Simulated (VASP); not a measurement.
# Sn (Fd-3m) in VASP: further runs

Runs on Sn. Level: PBE. Tasks: single point.

Everything below comes from runs of VASP 6.6.1. Logs are shortened: lines on timing, memory, paths and dates and some standing lists are left out, and cuts for length are marked.

**1. The cell of the first run**

It takes space group Fd-3m (No. 227, cubic). Conventional cell: a = 4.767 Å, b = 4.767 Å, c = 4.767 Å, α = 90.00°, β = 90.00°, γ = 90.00°. Sn (site symmetry -43m) has 4 Sn at 2.06 Å within 2.7 Å.

**2. Single point, PBE**

INCAR reads:

```
  PREC = Accurate
  ENCUT = 520
  EDIFF = 1E-6
  ISMEAR = -1
  SIGMA = 0.1
  LREAL = F
  LASPH = T
  NELM = 80
  ALGO = Normal
  ISIF = 2
  LWAVE = F
  LCHARG = F
  GGA = PE
  NBANDS = 21
```

KPOINTS reads:

```
regular mesh
0
Gamma
  14 14 14
```

POSCAR reads:

```
Sn
1.0
    0.0000000000      2.3835289434      2.3835289434
    2.3835289434      0.0000000000      2.3835289434
    2.3835289434      2.3835289434      0.0000000000
Sn
2
Direct
   -0.1250000000     -0.1250000000     -0.1250000000
    0.1250000000      0.1250000000      0.1250000000
```

Potentials or basis: VASP PAW PBE potentials, release 64 (Sn_d).

Command:

```
cat potpaw_PBE.64/Sn_d/POTCAR > POTCAR
mpirun -np 1 vasp_std > vasp.out
```

OUTCAR:

```text
PREC = Accurate
   ENCUT = 520
   EDIFF = 1E-6
   ISMEAR = -1
   LREAL = F
   LASPH = T
   NELM = 80
   ISIF = 2
   GGA = PE

 ion  position               nearest neighbor table
   1  0.875  0.875  0.875-   2 2.06   2 2.06   2 2.06   2 2.06
   2  0.125  0.125  0.125-   1 2.06   1 2.06   1 2.06   1 2.06

  LATTYP: Found a face centered cubic cell.
 ALAT       =     4.7670578868

  Lattice vectors:

 A1 = (   0.0000000000,   2.3835289434,   2.3835289434)
 A2 = (   2.3835289434,   0.0000000000,   2.3835289434)
 A3 = (   2.3835289434,   2.3835289434,   0.0000000000)

Analysis of symmetry for initial positions (statically):
=====================================================================
 Subroutine PRICEL returns:
 Original cell was already a primitive cell.

 Routine SETGRP: Setting up the symmetry group for a
 face centered cubic supercell.

 Subroutine GETGRP returns: Found 48 space group operations
 (whereof 12 operations were pure point group operations)
 out of a pool of 48 trial point group operations.

The static configuration has the point symmetry D_3d.
 The point group associated with its full space group is O_h .

Analysis of symmetry for dynamics (positions and initial velocities):
=====================================================================
 Subroutine PRICEL returns:
 Original cell was already a primitive cell.

 Routine SETGRP: Setting up the symmetry group for a
 face centered cubic supercell.

 Subroutine GETGRP returns: Found 48 space group operations
 (whereof 12 operations were pure point group operations)
 out of a pool of 48 trial point group operations.

The dynamic configuration has the point symmetry D_3d.
 The point group associated with its full space group is O_h .

 Subroutine INISYM returns: Found 48 space group operations
 (whereof 12 operations are pure point group operations),
 and found     1 'primitive' translations

----------------------------------------------------------------------------------------

                                     Primitive cell

  volume of cell :      27.0827

  direct lattice vectors                    reciprocal lattice vectors
     0.000000000  2.383528943  2.383528943    -0.209772993  0.209772993  0.209772993
     2.383528943  0.000000000  2.383528943     0.209772993 -0.209772993  0.209772993
     2.383528943  2.383528943  0.000000000     0.209772993  0.209772993 -0.209772993

  length of vectors
     3.370818958  3.370818958  3.370818958     0.363337482  0.363337482  0.363337482

  position of ions in fractional coordinates (direct lattice)
     0.875000000  0.875000000  0.875000000
     0.125000000  0.125000000  0.125000000

  ion indices of the primitive-cell ions
   primitive index   ion index
                 1           1
                 2           2

----------------------------------------------------------------------------------------

 KPOINTS: regular mesh

Automatic generation of k-mesh.
 Grid dimensions read from file:
 generate k-points for:   14   14   14

 Generating k-lattice:

  Cartesian coordinates                     Fractional coordinates (reciprocal lattice)
    -0.014983785  0.014983785  0.014983785     0.071428571  0.000000000  0.000000000
     0.014983785 -0.014983785  0.014983785     0.000000000  0.071428571  0.000000000
     0.014983785  0.014983785 -0.014983785     0.000000000  0.000000000  0.071428571

  Length of vectors
     0.025952677  0.025952677  0.025952677

  Shift w.r.t. Gamma in fractional coordinates (k-lattice)
     0.000000000  0.000000000  0.000000000

 Subroutine IBZKPT returns following result:
 ===========================================

 Found    104 irreducible k-points:

 Following reciprocal coordinates:
            Coordinates               Weight
  0.000000  0.000000  0.000000      1.000000
  0.071429  0.000000  0.000000      8.000000
  0.142857  0.000000  0.000000      8.000000
  0.214286  0.000000  0.000000      8.000000
  0.285714  0.000000  0.000000      8.000000
  0.357143  0.000000  0.000000      8.000000
[... 16 lines left out ...]
  0.214286  0.142857  0.000000     24.000000
  0.285714  0.142857  0.000000     24.000000
 [... further k-points ...]
   k-points           NKPTS =    104   k-points in BZ     NKDIM =    104   number of bands    NBANDS=     21
   number of dos      NEDOS =    301   number of ions     NIONS =      2
   total plane-waves  NPLWV =  21952
   dimension x,y,z NGX =    28 NGY =   28 NGZ =   28
   dimension x,y,z NGXF=    56 NGYF=   56 NGZF=   56
   ions per type =               2
   NGX,Y,Z   is equivalent  to a cutoff of  13.81, 13.81, 13.81 a.u.
   NGXF,Y,Z  is equivalent  to a cutoff of  27.62, 27.62, 27.62 a.u.
 SYSTEM =  unknown system
   PREC   = accura    normal or accurate (medium, high low for compatibility)
   ISTART =      0    job   : 0-new  1-cont  2-samecut
   ICHARG =      2    charge: 1-file 2-atom 10-const
   ISPIN  =      1    spin polarized calculation?
   LNONCOLLINEAR =      F non collinear calculations
   LSORBIT =      F    spin-orbit coupling
   LASPH  =      T    aspherical Exc in radial PAW
   ENCUT  =  520.0 eV  38.22 Ry    6.18 a.u.   6.27  6.27  6.27*2*pi/ulx,y,z
   NELM   =     80;   NELMIN=  2; NELMDL= -5     # of ELM steps
   EDIFF  = 0.1E-05   stopping-criterion for ELM
   LREAL  =      F    real-space projection
   EDIFFG = 0.1E-04   stopping-criterion for IOM
   NSW    =      0    number of steps for IOM
   IBRION =     -1    ionic relax: 0-MD 1-quasi-New 2-CG
   NFREE  =      0    steps in history (QN), initial steepest desc. (CG)
   ISIF   =      2    stress and relaxation
   ISYM   =      2    0-nonsym 1-usesym 2-fastsym
   POTIM  = 0.5000    time-step for ionic-motion
   TEBEG  =    0.0;   TEEND  =   0.0 temperature during run
   PSTRESS=    0.0 pullay stress
   NELECT =      28.0000    total number of electrons
   NUPDOWN=      -1.0000    fix difference up-down
   EMIN   =  10.00;   EMAX   =-10.00  energy-range for DOS
   EFERMI =   0.00;   METHOD = LEGACY
   ISMEAR =    -1;   SIGMA  =   0.10  broadening in eV -4-tet -1-fermi 0-gaus
   EFERMI_NEDOS =   21; number of points for ismear=-14 and -15
   IALGO  =     38    algorithm
   IMIX   =      4    mixing-type and parameters
     AMIX     =   0.40;   BMIX     =  1.00
     AMIX_MAG =   1.60;   BMIX_MAG =  1.00
  volume/ion in A,a.u.               =      13.54        91.38
  Fermi-wavevector in a.u.,A,eV,Ry     =   1.655378  3.128210 37.283706  2.740275
  Thomas-Fermi vector in A             =   2.743484
   LORBIT       =      0    0 simple, 1 ext, 2 COOP (PROOUT), +10 PAW based schemes
   GGA     = PE    functional components
   LHFCALC =     F    Hartree Fock is set to
   AEXX    =    0.0000 exact exchange contribution
   IVDW    =     0    specifies the selected vdW correction
   LEPSILON=     F    determine dielectric tensor
   LRPA    =     F    only Hartree local field effects (RPA)
 non-spin polarized calculation
  energy-cutoff  :      520.00
  volume of cell :       27.08
 maximum number of plane-waves:       748
 NGX is ok and might be reduce to    28
   NGX = 13   NGY = 13   NGZ = 13

 number of electron      28.0000007 magnetization

 Free energy of the ion-electron system (eV)
  ---------------------------------------------------
  ext. energy  EPLUGINS =         0.00000000
  ---------------------------------------------------
  free energy    TOTEN  =        13.88496299 eV

  energy without entropy =       13.89822846  energy(sigma->0) =       13.89159573

 E-fermi :  21.6550     XC(G=0): -13.8018

 val. band max:       21.6072780474   @ k =  -0.4286   0.3571   0.0000
 cond. band min:      21.6784516404   @ k =   0.3571   0.2857   0.0000
 fundamental gap:      0.0711735930
 Fermi energy:        21.6550071797

 k-point     1 :       0.0000    0.0000    0.0000
  band No.  band energies     occupation
      1      -5.7379      2.00000
      2      -5.7379      2.00000
      3      -5.7379      2.00000
      4      -5.5909      2.00000
      5      -5.5909      2.00000
      6      -3.0703      2.00000
[... 13 lines left out ...]
     20      28.8133      0.00000
     21      28.8133      0.00000

 k-point     2 :       0.0714    0.0000    0.0000
  band No.  band energies     occupation
      1      -5.8185      2.00000
      2      -5.8185      2.00000
      3      -5.7348      2.00000
      4      -5.4925      2.00000
      5      -5.4925      2.00000
      6      -3.0955      2.00000
[... 13 lines left out ...]
     20      28.6119      0.00000
     21      28.6119      0.00000

 k-point     3 :       0.1429    0.0000    0.0000
  band No.  band energies     occupation
      1      -5.9161      2.00000
      2      -5.9161      2.00000
      3      -5.7268      2.00000
      4      -5.3486      2.00000
      5      -5.3486      2.00000
      6      -3.1651      2.00000
[... 13 lines left out ...]
     20      28.3167      0.00000
     21      28.6958      0.00000

 k-point     4 :       0.2143    0.0000    0.0000
  band No.  band energies     occupation
      1      -5.9813      2.00000
      2      -5.9813      2.00000
      3      -5.7173      2.00000
      4      -5.2267      2.00000
      5      -5.2267      2.00000
      6      -3.2639      2.00000
[... 13 lines left out ...]
     20      28.6587      0.00000
     21      29.9091      0.00000

 k-point     5 :       0.2857    0.0000    0.0000
  band No.  band energies     occupation
      1      -6.0113      2.00000
      2      -6.0113      2.00000
      3      -5.7092      2.00000
      4      -5.1515      2.00000
      5      -5.1515      2.00000
      6      -3.3713      2.00000
[... 13 lines left out ...]
     20      29.6855      0.00000
     21      31.3811      0.00000
[... 382 lines left out ...]
     20      28.5045      0.00000
     21      29.3235      0.00000

 k-point    22 :       0.1429    0.1429    0.0000
  band No.  band energies     occupation
      1      -6.0173      2.00000
      2      -5.8049      2.00000
      3      -5.8049      2.00000
      4      -5.4355      2.00000
      5      -5.1086      2.00000
      6      -3.5790      2.00000
[... 13 lines left out ...]
     20      29.6311      0.00000
     21      29.6311      0.00000

 k-point    23 :       0.2143    0.1429    0.0000
  band No.  band energies     occupation
      1      -6.0751      2.00000
      2      -5.8534      2.00000
      3      -5.8150      2.00000
      4      -5.3323      2.00000
      5      -4.9554      2.00000
      6      -3.7607      2.00000
[... 13 lines left out ...]
     20      30.0406      0.00000
     21      30.9151      0.00000

 k-point    24 :       0.2857    0.1429    0.0000
  band No.  band energies     occupation
      1      -6.1322      2.00000
      2      -5.9047      2.00000
      3      -5.7878      2.00000
      4      -5.2207      2.00000
      5      -4.8313      2.00000
      6      -3.8879      2.00000
[... 13 lines left out ...]
     20      30.9644      0.00000
     21      32.3820      0.00000

 [... further k-points ...]

------------------------ aborting loop because EDIFF is reached ----------------------------------------

  FORCE on cell =-STRESS in cart. coord.  units (eV):
  Direction    XX          YY          ZZ          XY          YZ          ZX
  --------------------------------------------------------------------------------------
  -------------------------------------------------------------------------------------
  Total       63.7282148     63.7282148     63.7282148      0.0000000     -0.0000000      0.0000000
  in kB     3770.0841982   3770.0841982   3770.0841982      0.0000000     -0.0000000      0.0000000
  external PRESSURE =    3770.0841982 kB  Pullay stress =       0.0000000 kB

 VOLUME and BASIS-vectors are now :
 -----------------------------------------------------------------------------
  energy-cutoff  :      520.00
  volume of cell :       27.08
      direct lattice vectors                 reciprocal lattice vectors
     0.000000000  2.383528943  2.383528943    -0.209772993  0.209772993  0.209772993
     2.383528943  0.000000000  2.383528943     0.209772993 -0.209772993  0.209772993
     2.383528943  2.383528943  0.000000000     0.209772993  0.209772993 -0.209772993

 POSITION                                       TOTAL-FORCE (eV/Angst)
 -----------------------------------------------------------------------------------
      4.17118      4.17118      4.17118         0.000000      0.000000      0.000000
      0.59588      0.59588      0.59588        -0.000000     -0.000000     -0.000000
 -----------------------------------------------------------------------------------
    total drift:                                0.000000     -0.000000     -0.000000

  FREE ENERGIE OF THE ION-ELECTRON SYSTEM (eV)
  ---------------------------------------------------
  free  energy   TOTEN  =        13.8849629935 eV

  energy  without entropy=       13.8982284577  energy(sigma->0) =       13.89159573
```

Wall time 26 s (1 thread of Intel Xeon 6975P-C (Granite Rapids), shared host); peak memory 0.18 GiB.

What came out:

```
Free energy            : 13.8850 eV
Pressure               : 377.0 GPa
Band gap on the k mesh : zero (band 14 reaches 23.64 eV, above the bottom of band 15 at 21.18 eV)
```

Caveat: spin-orbit coupling is left out, which moves the levels of the heavy elements.

[end of part 1 of 2]
